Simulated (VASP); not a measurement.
Runs of VASP 6.6.1 on ZrZnN. The structure is that of space group P4/mmm (No. 123), or close to it. The cells are those of the table. 

| task | cell | k mesh | cutoff (eV) | gap on the mesh (eV) | pressure (GPa) | relaxed volume (Å³/atom) |
| --- | --- | --- | --- | --- | --- | --- |
| single point | a = 3.156, b = 3.156, c = 4.320 Å, angles 90.0, 90.0, 90.4°, 3 atoms | 6 × 6 × 4 | 520 | none | 0.4 | - |
| single point | a = 3.162, b = 3.162, c = 4.318 Å, 3 atoms | 14 × 14 × 12 | 520 | none | (a) | - |
| relaxation of cell and atoms | relaxed from a = 3.156, b = 3.156, c = 4.320 Å, 3 atoms | 14 × 14 × 12 | 600 | none | 0.0 | 14.41 |
| relaxation of cell and atoms | relaxed from a = 2.796, b = 2.796, c = 5.703 Å, angles 90.0, 90.0, 90.6°, 3 atoms | 6 × 6 × 4 | 600 | none | -0.2 | 14.41 |
| single point | a = 2.796, b = 2.796, c = 5.703 Å, angles 90.0, 90.0, 90.6°, 3 atoms | 6 × 6 × 4 | 520 | none | 6.9 | - |

Alike in all rows: level PBE; potentials or basis VASP PAW PBE potentials, release 64 (Zr_sv, Zn, N); no spin polarisation; smearing gaussian 0.1 eV.

Problem. Fill in the values left out.

Solution. (a) 0.3.

Caveats: some runs use coarse meshes.

A k mesh can miss the band edges, and the runs leave out spin-orbit coupling on Zr.

A gap of «none» marks levels without a gap at the run's occupations.
